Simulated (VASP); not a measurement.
# K (Im-3m) in VASP: a series of runs

K is run at these levels: LDA; tasks: single point.

Everything below comes from runs of VASP 6.6.1. Logs are shortened: lines on timing, memory, paths and dates and some standing lists are left out, and cuts for length are marked.

## 1. The cell of the first run

The structure is cubic, space group Im-3m (No. 229). Conventional cell: a = 5.048 Å, b = 5.048 Å, c = 5.048 Å, α = 90.00°, β = 90.00°, γ = 90.00°. Within 5.7 Å of K (site symmetry m-3m) lie 14 K at 4.37 to 5.05 Å.

## 2. Single point, LDA

INCAR

```
SYSTEM = K
PREC = Accurate
ENCUT = 520
EDIFF = 1E-7
ISMEAR = 1
SIGMA = 1.0
LREAL = .False.
LASPH = .True.
NELM = 60
ALGO = Normal
ISIF = 2
LWAVE = .False.
LCHARG = .False.
NBANDS = 10
```

KPOINTS

```
Automatic mesh
0
Gamma
  9 9 9
  0 0 0
```

POSCAR

```
K
1.0
   -2.5241928768      2.5241928768      2.5241928768
    2.5241928768     -2.5241928768      2.5241928768
    2.5241928768      2.5241928768     -2.5241928768
K
1
Direct
    0.0000000000      0.0000000000      0.0000000000
```

Potentials or basis: VASP PAW LDA potentials, release 64 (K_sv).

Command:

```bash
cat potpaw_LDA.64/K_sv/POTCAR > POTCAR
mpirun -np 1 vasp_std > vasp.out
```

OUTCAR:

```text
SYSTEM = K
   PREC = Accurate
   ENCUT = 520
   EDIFF = 1E-7
   ISMEAR = 1
   LREAL = .False.
   LASPH = .True.
   NELM = 60
   ISIF = 2

 ion  position               nearest neighbor table
   1  0.000  0.000  0.000-

  LATTYP: Found a body centered cubic cell.
 ALAT       =     5.0483857536

  Lattice vectors:

 A1 = (  -2.5241928768,   2.5241928768,   2.5241928768)
 A2 = (   2.5241928768,  -2.5241928768,   2.5241928768)
 A3 = (   2.5241928768,   2.5241928768,  -2.5241928768)

Analysis of symmetry for initial positions (statically):
=====================================================================
 Subroutine PRICEL returns:
 Original cell was already a primitive cell.

 Routine SETGRP: Setting up the symmetry group for a
 body centered cubic supercell.

 Subroutine GETGRP returns: Found 48 space group operations
 (whereof 48 operations were pure point group operations)
 out of a pool of 48 trial point group operations.

The static configuration has the point symmetry O_h .

Analysis of symmetry for dynamics (positions and initial velocities):
=====================================================================
 Subroutine PRICEL returns:
 Original cell was already a primitive cell.

 Routine SETGRP: Setting up the symmetry group for a
 body centered cubic supercell.

 Subroutine GETGRP returns: Found 48 space group operations
 (whereof 48 operations were pure point group operations)
 out of a pool of 48 trial point group operations.

The dynamic configuration has the point symmetry O_h .

 Subroutine INISYM returns: Found 48 space group operations
 (whereof 48 operations are pure point group operations),
 and found     1 'primitive' translations

----------------------------------------------------------------------------------------

                                     Primitive cell

  volume of cell :      64.3321

  direct lattice vectors                    reciprocal lattice vectors
    -2.524192877  2.524192877  2.524192877     0.000000000  0.198083120  0.198083120
     2.524192877 -2.524192877  2.524192877     0.198083120  0.000000000  0.198083120
     2.524192877  2.524192877 -2.524192877     0.198083120  0.198083120  0.000000000

  length of vectors
     4.372030311  4.372030311  4.372030311     0.280131834  0.280131834  0.280131834

  position of ions in fractional coordinates (direct lattice)
     0.000000000  0.000000000  0.000000000

[... 79 lines left out ...]
   IBRION =     -1    ionic relax: 0-MD 1-quasi-New 2-CG
   NFREE  =      0    steps in history (QN), initial steepest desc. (CG)
   ISIF   =      2    stress and relaxation
   ISYM   =      2    0-nonsym 1-usesym 2-fastsym
   POTIM  = 0.5000    time-step for ionic-motion
   TEBEG  =    0.0;   TEEND  =   0.0 temperature during run
   PSTRESS=    0.0 pullay stress
   NELECT =       9.0000    total number of electrons
   NUPDOWN=      -1.0000    fix difference up-down
   EMIN   =  10.00;   EMAX   =-10.00  energy-range for DOS
   EFERMI =   0.00;   METHOD = LEGACY
   ISMEAR =     1;   SIGMA  =   1.00  broadening in eV -4-tet -1-fermi 0-gaus
   EFERMI_NEDOS =   21; number of points for ismear=-14 and -15
   IALGO  =     38    algorithm
   IMIX   =      4    mixing-type and parameters
     AMIX     =   0.40;   BMIX     =  1.00
     AMIX_MAG =   1.60;   BMIX_MAG =  1.00
  volume/ion in A,a.u.               =      64.33       434.13
  Fermi-wavevector in a.u.,A,eV,Ry     =   0.849858  1.605999  9.826930  0.722259
  Thomas-Fermi vector in A             =   1.965745
   LORBIT       =      0    0 simple, 1 ext, 2 COOP (PROOUT), +10 PAW based schemes
   GGA     = CA    functional components
   LHFCALC =     F    Hartree Fock is set to
   AEXX    =    0.0000 exact exchange contribution
   IVDW    =     0    specifies the selected vdW correction
   LEPSILON=     F    determine dielectric tensor
   LRPA    =     F    only Hartree local field effects (RPA)
 non-spin polarized calculation
 Methfessel and Paxton  Order N= 1 SIGMA  =   1.00
  energy-cutoff  :      520.00
  volume of cell :       64.33
 maximum number of plane-waves:      1754
 NGX is ok and might be reduce to    36
   NGX = 17   NGY = 17   NGZ = 17

 number of electron       9.0000001 magnetization

 Free energy of the ion-electron system (eV)
  ---------------------------------------------------
  ext. energy  EPLUGINS =         0.00000000
  ---------------------------------------------------
  free energy    TOTEN  =        -1.16148506 eV

  energy without entropy =       -1.17564074  energy(sigma->0) =       -1.16620362

 E-fermi :   0.0096     XC(G=0):  -6.2254

 val. band max:       -0.0687896524   @ k =  -0.3333   0.4444   0.1111
 cond. band min:       0.0265326370   @ k =   0.4444   0.0000   0.0000
 fundamental gap:      0.0953222894
 Fermi energy:         0.0096093960

 k-point     1 :       0.0000    0.0000    0.0000
  band No.  band energies     occupation
      1     -31.7511      2.00000
      2     -15.4179      2.00000
      3     -15.4179      2.00000
      4     -15.4179      2.00000
      5      -2.3685      2.00392
      6       4.2713     -0.00000
      7       4.2713     -0.00000
      8       4.2713     -0.00000
      9       5.3003     -0.00000
     10       5.3003     -0.00000
[... 287 lines left out ...]
 k-point    24 :      -0.4444   -0.4444    0.1111
  band No.  band energies     occupation
      1     -31.7412      2.00000
      2     -15.5191      2.00000
      3     -15.4717      2.00000
      4     -15.4357      2.00000
      5       0.8464      0.00225
      6       0.9698     -0.04098
      7       2.7868     -0.00061
      8       4.2824     -0.00000
      9       5.4280     -0.00000
     10       6.1467     -0.00000

 [... further k-points ...]

------------------------ aborting loop because EDIFF is reached ----------------------------------------

  FORCE on cell =-STRESS in cart. coord.  units (eV):
  Direction    XX          YY          ZZ          XY          YZ          ZX
  --------------------------------------------------------------------------------------
  -------------------------------------------------------------------------------------
  Total       -0.0093939     -0.0093939     -0.0093939      0.0000000      0.0000000      0.0000000
  in kB       -0.2339537     -0.2339537     -0.2339537      0.0000000      0.0000000      0.0000000
  external PRESSURE =      -0.2339537 kB  Pullay stress =       0.0000000 kB

 VOLUME and BASIS-vectors are now :
 -----------------------------------------------------------------------------
  energy-cutoff  :      520.00
  volume of cell :       64.33
      direct lattice vectors                 reciprocal lattice vectors
    -2.524192877  2.524192877  2.524192877     0.000000000  0.198083120  0.198083120
     2.524192877 -2.524192877  2.524192877     0.198083120  0.000000000  0.198083120
     2.524192877  2.524192877 -2.524192877     0.198083120  0.198083120  0.000000000

 POSITION                                       TOTAL-FORCE (eV/Angst)
 -----------------------------------------------------------------------------------
      0.00000      0.00000      0.00000         0.000000     -0.000000     -0.000000
 -----------------------------------------------------------------------------------
    total drift:                               -0.000000      0.000000      0.000000

  FREE ENERGIE OF THE ION-ELECTRON SYSTEM (eV)
  ---------------------------------------------------
  free  energy   TOTEN  =        -1.1614850623 eV

  energy  without entropy=       -1.1756407426  energy(sigma->0) =       -1.16620362
```

OSZICAR:

```text
N       E                     dE             d eps       ncg     rms          rms(c)
DAV:   1     0.498285439932E+02    0.49829E+02   -0.35961E+03   700   0.693E+02
DAV:   2     0.555038974814E+00   -0.49274E+02   -0.48493E+02   756   0.206E+02
DAV:   3    -0.110302747066E+01   -0.16581E+01   -0.16508E+01  1028   0.293E+01
DAV:   4    -0.116091980642E+01   -0.57892E-01   -0.57830E-01  1004   0.484E+00
DAV:   5    -0.116344719591E+01   -0.25274E-02   -0.25266E-02  1102   0.648E-01    0.245E+00
DAV:   6    -0.116196060391E+01    0.14866E-02   -0.21978E-03  1036   0.327E-01    0.154E+00
DAV:   7    -0.116147450395E+01    0.48610E-03   -0.35033E-03   946   0.359E-01    0.655E-02
DAV:   8    -0.116147884709E+01   -0.43431E-05   -0.34975E-04   984   0.185E-01    0.250E-02
DAV:   9    -0.116148568443E+01   -0.68373E-05   -0.12513E-05   962   0.315E-02    0.139E-02
DAV:  10    -0.116148501349E+01    0.67094E-06   -0.61553E-06  1006   0.204E-02    0.233E-03
DAV:  11    -0.116148506231E+01   -0.48824E-07   -0.67174E-08   748   0.236E-03
   1 F= -.11614851E+01 E0= -.11662036E+01  d E =0.141557E-01
```

It took 9.3 s on 1 thread of Intel Xeon 6975P-C (Granite Rapids), shared host; peak memory 0.17 GiB.

What came out:

- Free energy: -1.1615 eV
- Pressure: 0.0 GPa

Levels at points of the mesh, in eV from the Fermi level:
| k point | band 1 | band 2 | band 3 | band 4 | band 5 | band 6 | band 7 | band 8 | band 9 |
| --- | --- | --- | --- | --- | --- | --- | --- | --- | --- |
| (0.00, 0.00, 0.00) | -31.76 | -15.43 | -15.43 | -15.43 | -2.38 | 4.26 | 4.26 | 4.26 | 5.29 |

[end of part 1 of 2]
